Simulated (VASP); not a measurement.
# MgO: single point with r2SCAN

The system is MgO.

```
Mg O
1.0
     0.00000    2.10217    2.10217
     2.10217    0.00000    2.10217
     2.10217    2.10217    0.00000
Mg O
1 1
Direct
  0.00000 0.00000 0.00000
  0.50000 0.50000 0.50000
```

```yaml
Program: VASP 6.6.1
Task: single point
Functional: r2SCAN
Potentials_or_basis: VASP PAW PBE potentials, release 64 (Mg, O)
Cutoff: 520 eV
k_mesh: 8 × 8 × 8
Occupations: gaussian, width 0.01 eV
Spin: no spin polarisation
```

```yaml
Pressure: -1.1 GPa
Band_gap_on_the_k_mesh: 5.66 eV, direct
```

Levels at points of the mesh, in eV from the valence-band top:
```
           k point  band 1  band 2  band 3  band 4  band 5  band 6  band 7  band 8  band 9
(0.00, 0.00, 0.00)  -18.23    0.00    0.00    0.00    5.66   16.87   16.87   16.87   21.03
(0.50, 0.00, 0.00)  -16.97   -4.64   -0.68   -0.68    8.84   13.87   17.48   17.48   22.46
(0.50, 0.50, 0.00)  -16.72   -4.12   -1.38   -1.38   10.04   11.12   14.35   20.46   20.46
```

Run time: 14 s on 1 thread of Intel Xeon 6975P-C (shared host), peak memory 0.15 GiB.

Caveat: the PAW data sets were made with another functional, which shifts forces and pressure a little. r2SCAN opens gaps a little over a GGA but as a rule still falls short of measured ones.
